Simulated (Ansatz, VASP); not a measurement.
Mg in VASP and in Ansatz

File POSCAR:

```
Mg
1.0
    3.2638900000      0.0001000000     -0.0053100000
   -1.6318600000      2.7700700000      0.0113300000
   -0.0086200000      0.0162700000      5.2780100000
Mg
2
Direct
    0.3287800000      0.6679200000      0.2557600000
    0.6667902240      0.3313044513      0.7492021293
```

Contents of INCAR.step1:

```
SYSTEM = Mg
PREC = Accurate
ENCUT = 520
ISMEAR = -1
SIGMA = 0.1
LREAL = .FALSE.
LASPH = .TRUE.
NELM = 80
NBANDS = 9
GGA = PE
ALGO = Normal
EDIFF = 1E-4
LWAVE = .TRUE.
LCHARG = .FALSE.
```

File INCAR.step2:

```
SYSTEM = Mg
PREC = Accurate
ENCUT = 520
EDIFF = 1E-6
ISMEAR = -1
SIGMA = 0.1
LREAL = .FALSE.
LASPH = .TRUE.
NELM = 80
ALGO = Normal
ISIF = 2
LWAVE = .FALSE.
LCHARG = .FALSE.
METAGGA = R2SCAN
LMIXTAU = .TRUE.
NBANDS = 9
ISTART = 1
```

KPOINTS

```
Automatic mesh
0
G
  7 7 4
  0 0 0
```

Input for Ansatz:

```yaml
crystal:
  lattice:
    - [3.26389, 0.0001, -0.00531]
    - [-1.63186, 2.77007, 0.01133]
    - [-0.00862, 0.01627, 5.27801]
  atoms:
    - { symbol: Mg, position: [0.32878, 0.66792, 0.25576] }
    - { symbol: Mg, position: [0.666790224004014, 0.3313044513439121, 0.7492021292789772] }
basis:
  ecutwfc: 650.0
  xc_grid: 2
kpoints:
  mp_grid:
    grid: [7, 7, 4]
hamiltonian:
  xc: r2scan
scf:
  convergence:
    dr2_threshold: 1.0e-09
  occupations:
    method: fermi_dirac
output:
  forces: true
  stress: true
```

Alike in both runs: task single point; functional r2SCAN; k mesh 7 × 7 × 4; no spin polarisation.

```csv
,VASP,Ansatz
version,VASP 6.6.1,Ansatz 0.2.0
potentials or method,"VASP PAW PBE potentials, release 64 (Mg), cutoff 520 eV","plane waves, PAW"
occupations,"fermi-dirac, width 0.1 eV",fermi-dirac
valence electrons in the cell,4,20
```

```tsv
	VASP	Ansatz	Ansatz less VASP
pressure (GPa)	-2.0	-1.7	+0.25
traceless stress, the component that is largest in VASP (GPa)	1.50	1.49	-0.010
rms of the force components (eV/Å)	0.059	0.059	+0.0007
```

VASP's potentials were made for PBE, not for r2SCAN. Atom by atom the forces differ by 0.001 eV/Å (rms over components). VASP's potentials hold 4 valence electrons a cell and Ansatz's 20, so a difference there can come from the potentials and not from the codes. Ansatz's warnings: stress scf threshold loose.
